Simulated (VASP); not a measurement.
# HfMg2Se4 (R-3m) in VASP: single point with PBEsol

Aim: the single point of HfMg2Se4 with PBEsol.

Everything below comes from runs of VASP 6.6.1. Logs are shortened: lines on timing, memory, paths and dates and some standing lists are left out, and cuts for length are marked.

## (1) The cell of the first run

Symmetry: R-3m, No. 166, trigonal system. The conventional cell has a = 4.082 Å, b = 4.082 Å, c = 38.003 Å, α = 90.00°, β = 90.00°, γ = 120.00°. Hf (site symmetry -3m) has 6 Se at 2.73 Å within 3.6 Å. Mg (site symmetry 3m) has 4 Se at 2.46 to 2.73 Å and 3 Mg at 3.11 Å within 3.3 Å. Se (site symmetry 3m) has 4 Mg at 2.46 to 2.73 Å within 3.3 Å. Se (site symmetry 3m) has 3 Hf at 2.73 Å and 3 Se at 3.64 Å within 3.7 Å.

## (2) Single point, PBEsol

Input file INCAR:

```
SYSTEM = HfMg2Se4
PREC = Accurate
ENCUT = 520
EDIFF = 1E-6
ISMEAR = -1
SIGMA = 0.03
LREAL = .False.
LASPH = .True.
NELM = 100
ALGO = Normal
ISIF = 2
LWAVE = .False.
LCHARG = .False.
GGA = PS
NBANDS = 28
```

Input file KPOINTS:

```
regular mesh
0
Gamma
  6 6 6
  0 0 0
```

Input file POSCAR:

```
HfMg2Se4
1.0
    2.0412042518      1.1784898242     12.6675027830
   -2.0412042518      1.1784898242     12.6675027830
    0.0000000000     -2.3569796485     12.6675027830
Hf Mg Se
1 2 4
Direct
    0.0000000000      0.0000000000      0.0000000000
    0.8067355992      0.8067355992      0.8067355992
    0.1932644008      0.1932644008      0.1932644008
    0.8786992922      0.8786992922      0.8786992922
    0.7031311398      0.7031311398      0.7031311398
    0.1213007078      0.1213007078      0.1213007078
    0.2968688602      0.2968688602      0.2968688602
```

Potentials or basis: VASP PAW PBE potentials, release 64 (Hf_pv, Mg, Se).

Launch:

```console
> cat potpaw_PBE.64/Hf_pv/POTCAR potpaw_PBE.64/Mg/POTCAR potpaw_PBE.64/Se/POTCAR > POTCAR
> mpirun -np 1 vasp_std > vasp.out
```

OUTCAR:

```text
SYSTEM = HfMg2Se4
   PREC = Accurate
   ENCUT = 520
   EDIFF = 1E-6
   ISMEAR = -1
   LREAL = .False.
   LASPH = .True.
   NELM = 100
   ISIF = 2
   GGA = PS

 ion  position               nearest neighbor table
   1  0.000  0.000  0.000-   5 2.73   7 2.73   5 2.73   5 2.73   7 2.73   7 2.73
   2  0.807  0.807  0.807-   6 2.46   6 2.46   6 2.46   4 2.73   3 3.11   3 3.11   3 3.11
   3  0.193  0.193  0.193-   4 2.46   4 2.46   4 2.46   6 2.73   2 3.11   2 3.11   2 3.11
   4  0.879  0.879  0.879-   3 2.46   3 2.46   3 2.46   2 2.73
   5  0.703  0.703  0.703-   1 2.73   1 2.73   1 2.73
   6  0.121  0.121  0.121-   2 2.46   2 2.46   2 2.46   3 2.73
   7  0.297  0.297  0.297-   1 2.73   1 2.73   1 2.73

  LATTYP: Found a trigonal (rhomboedric) cell.
 ALAT       =    12.8849128759
 COS(alpha) =     0.9498073701

  Lattice vectors:

 A1 = (   2.0412042518,   1.1784898242,  12.6675027830)
 A2 = (  -2.0412042518,   1.1784898242,  12.6675027830)
 A3 = (   0.0000000000,  -2.3569796485,  12.6675027830)

Analysis of symmetry for initial positions (statically):
=====================================================================
 Subroutine PRICEL returns:
 Original cell was already a primitive cell.

 Routine SETGRP: Setting up the symmetry group for a
 trigonal (rhombohedral) supercell.

 Subroutine GETGRP returns: Found 12 space group operations
 (whereof 12 operations were pure point group operations)
 out of a pool of 12 trial point group operations.

The static configuration has the point symmetry D_3d.

Analysis of symmetry for dynamics (positions and initial velocities):
=====================================================================
 Subroutine PRICEL returns:
 Original cell was already a primitive cell.

 Routine SETGRP: Setting up the symmetry group for a
 trigonal (rhombohedral) supercell.

 Subroutine GETGRP returns: Found 12 space group operations
 (whereof 12 operations were pure point group operations)
 out of a pool of 12 trial point group operations.

The dynamic configuration has the point symmetry D_3d.

 Subroutine INISYM returns: Found 12 space group operations
 (whereof 12 operations are pure point group operations),
 and found     1 'primitive' translations

----------------------------------------------------------------------------------------

                                     Primitive cell

  volume of cell :     182.8330

  direct lattice vectors                    reciprocal lattice vectors
     2.041204252  1.178489824 12.667502783     0.244953438  0.141423934  0.026314053
    -2.041204252  1.178489824 12.667502783    -0.244953438  0.141423934  0.026314053
     0.000000000 -2.356979648 12.667502783     0.000000000 -0.282847867  0.026314053

  length of vectors
    12.884912876 12.884912876 12.884912876     0.284069262  0.284069262  0.284069262

  position of ions in fractional coordinates (direct lattice)
     0.000000000  0.000000000  0.000000000
     0.806735599  0.806735599  0.806735599
     0.193264401  0.193264401  0.193264401
     0.878699292  0.878699292  0.878699292
     0.703131140  0.703131140  0.703131140
     0.121300708  0.121300708  0.121300708
     0.296868860  0.296868860  0.296868860

  ion indices of the primitive-cell ions
   primitive index   ion index
                 1           1
                 2           2
                 3           3
                 4           4
                 5           5
                 6           6
                 7           7

----------------------------------------------------------------------------------------

 KPOINTS: regular mesh

Automatic generation of k-mesh.
 Grid dimensions read from file:
 generate k-points for:    6    6    6

 Generating k-lattice:

  Cartesian coordinates                     Fractional coordinates (reciprocal lattice)
     0.040825573  0.023570656  0.004385675     0.166666667  0.000000000  0.000000000
    -0.040825573  0.023570656  0.004385675     0.000000000  0.166666667  0.000000000
     0.000000000 -0.047141311  0.004385675     0.000000000  0.000000000  0.166666667

  Length of vectors
     0.047344877  0.047344877  0.047344877

  Shift w.r.t. Gamma in fractional coordinates (k-lattice)
     0.000000000  0.000000000  0.000000000

 Subroutine IBZKPT returns following result:
 ===========================================

 Found     32 irreducible k-points:

 Following reciprocal coordinates:
            Coordinates               Weight
  0.000000  0.000000  0.000000      1.000000
  0.166667  0.000000 -0.000000      6.000000
  0.333333  0.000000 -0.000000      6.000000
  0.500000 -0.000000  0.000000      3.000000
  0.166667  0.166667 -0.000000      6.000000
  0.333333  0.166667  0.000000     12.000000
[... 16 lines left out ...]
  0.500000  0.500000  0.166667      6.000000
 -0.333333  0.500000  0.166667     12.000000
 [... further k-points ...]
   k-points           NKPTS =     32   k-points in BZ     NKDIM =     32   number of bands    NBANDS=     28
   number of dos      NEDOS =    301   number of ions     NIONS =      7
   total plane-waves  NPLWV = 884736
   dimension x,y,z NGX =    96 NGY =   96 NGZ =   96
   dimension x,y,z NGXF=   192 NGYF=  192 NGZF=  192
   ions per type =               1   2   4
   NGX,Y,Z   is equivalent  to a cutoff of  12.39, 12.39, 12.39 a.u.
   NGXF,Y,Z  is equivalent  to a cutoff of  24.77, 24.77, 24.77 a.u.
 SYSTEM =  HfMg2Se4
   PREC   = accura    normal or accurate (medium, high low for compatibility)
   ISTART =      0    job   : 0-new  1-cont  2-samecut
   ICHARG =      2    charge: 1-file 2-atom 10-const
   ISPIN  =      1    spin polarized calculation?
   LNONCOLLINEAR =      F non collinear calculations
   LSORBIT =      F    spin-orbit coupling
   LASPH  =      T    aspherical Exc in radial PAW
   ENCUT  =  520.0 eV  38.22 Ry    6.18 a.u.  23.96 23.96 23.96*2*pi/ulx,y,z
   NELM   =    100;   NELMIN=  2; NELMDL= -5     # of ELM steps
   EDIFF  = 0.1E-05   stopping-criterion for ELM
   LREAL  =      F    real-space projection
   EDIFFG = 0.1E-04   stopping-criterion for IOM
   NSW    =      0    number of steps for IOM
   IBRION =     -1    ionic relax: 0-MD 1-quasi-New 2-CG
   NFREE  =      0    steps in history (QN), initial steepest desc. (CG)
   ISIF   =      2    stress and relaxation
   ISYM   =      2    0-nonsym 1-usesym 2-fastsym
   POTIM  = 0.5000    time-step for ionic-motion
   TEBEG  =    0.0;   TEEND  =   0.0 temperature during run
   PSTRESS=    0.0 pullay stress
   NELECT =      38.0000    total number of electrons
   NUPDOWN=      -1.0000    fix difference up-down
   EMIN   =  10.00;   EMAX   =-10.00  energy-range for DOS
   EFERMI =   0.00;   METHOD = LEGACY
   ISMEAR =    -1;   SIGMA  =   0.03  broadening in eV -4-tet -1-fermi 0-gaus
   EFERMI_NEDOS =   21; number of points for ismear=-14 and -15
   IALGO  =     38    algorithm
   IMIX   =      4    mixing-type and parameters
     AMIX     =   0.40;   BMIX     =  1.00
     AMIX_MAG =   1.60;   BMIX_MAG =  1.00
  volume/ion in A,a.u.               =      26.12       176.26
  Fermi-wavevector in a.u.,A,eV,Ry     =   0.969731  1.832525 12.794616  0.940378
  Thomas-Fermi vector in A             =   2.099808
   LORBIT       =      0    0 simple, 1 ext, 2 COOP (PROOUT), +10 PAW based schemes
   GGA     = PS    functional components
   LHFCALC =     F    Hartree Fock is set to
   AEXX    =    0.0000 exact exchange contribution
   IVDW    =     0    specifies the selected vdW correction
   LEPSILON=     F    determine dielectric tensor
   LRPA    =     F    only Hartree local field effects (RPA)
 non-spin polarized calculation
  energy-cutoff  :      520.00
  volume of cell :      182.83
 maximum number of plane-waves:      4961
   NGX = 47   NGY = 47   NGZ = 47

 number of electron      37.9999997 magnetization

 Free energy of the ion-electron system (eV)
  ---------------------------------------------------
  ext. energy  EPLUGINS =         0.00000000
  ---------------------------------------------------
  free energy    TOTEN  =       -37.07477304 eV

  energy without entropy =      -37.07477304  energy(sigma->0) =      -37.07477304

 E-fermi :   2.2472     XC(G=0):  -8.8445

 val. band max:        1.8170277419   @ k =   0.0000   0.0000   0.0000
 cond. band min:       2.7571967185   @ k =   0.5000  -0.0000   0.0000
 fundamental gap:      0.9401689766
 Fermi energy:         2.2471771814

 k-point     1 :       0.0000    0.0000    0.0000
  band No.  band energies     occupation
      1     -29.8856      2.00000
      2     -29.7776      2.00000
      3     -29.7776      2.00000
      4     -11.2215      2.00000
      5     -10.6407      2.00000
      6     -10.2610      2.00000
[... 20 lines left out ...]
     27       6.7994      0.00000
     28       7.1359      0.00000

 k-point     2 :       0.1667    0.0000   -0.0000
  band No.  band energies     occupation
      1     -29.8832      2.00000
      2     -29.7911      2.00000
      3     -29.7806      2.00000
      4     -11.0197      2.00000
      5     -10.5095      2.00000
      6     -10.1894      2.00000
[... 20 lines left out ...]
     27       7.1861      0.00000
     28       7.6745      0.00000

 k-point     3 :       0.3333    0.0000   -0.0000
  band No.  band energies     occupation
      1     -29.8782      2.00000
      2     -29.8180      2.00000
      3     -29.7866      2.00000
      4     -10.5660      2.00000
      5     -10.2099      2.00000
      6     -10.1294      2.00000
[... 20 lines left out ...]
     27       6.7131      0.00000
     28       7.5298      0.00000

 k-point     4 :       0.5000   -0.0000    0.0000
  band No.  band energies     occupation
      1     -29.8758      2.00000
      2     -29.8313      2.00000
      3     -29.7897      2.00000
      4     -10.3019      2.00000
      5     -10.1516      2.00000
      6     -10.0142      2.00000
[... 578 lines left out ...]
     27       7.1756      0.00000
     28       7.5877      0.00000

 k-point    23 :       0.5000    0.5000    0.1667
  band No.  band energies     occupation
      1     -29.8782      2.00000
      2     -29.8180      2.00000
      3     -29.7866      2.00000
      4     -10.5614      2.00000
      5     -10.2501      2.00000
      6     -10.0779      2.00000
[... 20 lines left out ...]
     27       6.7764      0.00000
     28       7.0699      0.00000

 k-point    24 :      -0.3333    0.5000    0.1667
  band No.  band energies     occupation
      1     -29.8757      2.00000
      2     -29.8243      2.00000
      3     -29.7967      2.00000
      4     -10.3033      2.00000
      5     -10.1586      2.00000
      6     -10.0156      2.00000
[... 20 lines left out ...]
     27       7.1226      0.00000
     28       7.3784      0.00000

 [... further k-points ...]
[... 5 lines left out ...]
  --------------------------------------------------------------------------------------
  -------------------------------------------------------------------------------------
  Total       -0.0994753     -0.0994753     -0.0892726      0.0000000      0.0000000      0.0000000
  in kB       -0.8717088     -0.8717088     -0.7823016      0.0000000      0.0000000      0.0000000
  external PRESSURE =      -0.8419064 kB  Pullay stress =       0.0000000 kB

 VOLUME and BASIS-vectors are now :
 -----------------------------------------------------------------------------
  energy-cutoff  :      520.00
  volume of cell :      182.83
      direct lattice vectors                 reciprocal lattice vectors
     2.041204252  1.178489824 12.667502783     0.244953438  0.141423934  0.026314053
    -2.041204252  1.178489824 12.667502783    -0.244953438  0.141423934  0.026314053
     0.000000000 -2.356979648 12.667502783     0.000000000 -0.282847867  0.026314053

 POSITION                                       TOTAL-FORCE (eV/Angst)
 -----------------------------------------------------------------------------------
      0.00000      0.00000      0.00000         0.000000     -0.000000      0.000000
      0.00000     -0.00000     30.65798         0.000000     -0.000000      0.005050
      0.00000     -0.00000      7.34453         0.000000      0.000000     -0.005050
      0.00000     -0.00000     33.39278         0.000000     -0.000000      0.008123
      0.00000     -0.00000     26.72075         0.000000      0.000000     -0.038594
      0.00000     -0.00000      4.60973         0.000000      0.000000     -0.008123
      0.00000     -0.00000     11.28176         0.000000     -0.000000      0.038594
 -----------------------------------------------------------------------------------
    total drift:                                0.000000      0.000000     -0.000000

  FREE ENERGIE OF THE ION-ELECTRON SYSTEM (eV)
  ---------------------------------------------------
  free  energy   TOTEN  =       -37.0747730437 eV

  energy  without entropy=      -37.0747730357  energy(sigma->0) =      -37.07477304
```

It took 36 min on 1 thread of Intel Xeon 8259CL, shared host; peak memory 1.5 GiB.

What came out:

```
Free energy            : -37.0748 eV
Pressure               : -0.1 GPa
Largest force          : 0.039 eV/Å
Band gap on the k mesh : 0.94 eV (least direct gap 1.14 eV)
```

Forces on the atoms (eV/Å):
```
Hf   0.000  0.000  0.000
Mg   0.000  0.000  0.005
Mg   0.000  0.000 -0.005
Se   0.000  0.000  0.008
Se   0.000  0.000 -0.039
Se   0.000  0.000 -0.008
Se   0.000  0.000  0.039
```

Levels at points of the mesh, in eV from the valence-band top:
| k point | band 17 | band 18 | band 19 | band 20 | band 21 | band 22 |
| --- | --- | --- | --- | --- | --- | --- |
| (0.00, 0.00, 0.00) | -0.46 | -0.46 | 0.00 | 1.14 | 1.14 | 1.69 |
| (0.50, 0.00, 0.00) | -1.48 | -1.23 | -1.02 | 0.94 | 2.05 | 2.29 |
| (0.50, 0.50, 0.00) | -1.25 | -1.22 | -1.20 | 0.94 | 2.07 | 2.29 |
| (0.50, 0.50, 0.50) | -0.69 | -0.47 | -0.47 | 1.14 | 1.14 | 1.69 |

Caveat: the PAW data sets were made with another functional, which shifts forces and pressure a little; spin-orbit coupling is left out, which moves the levels of the heavy elements.
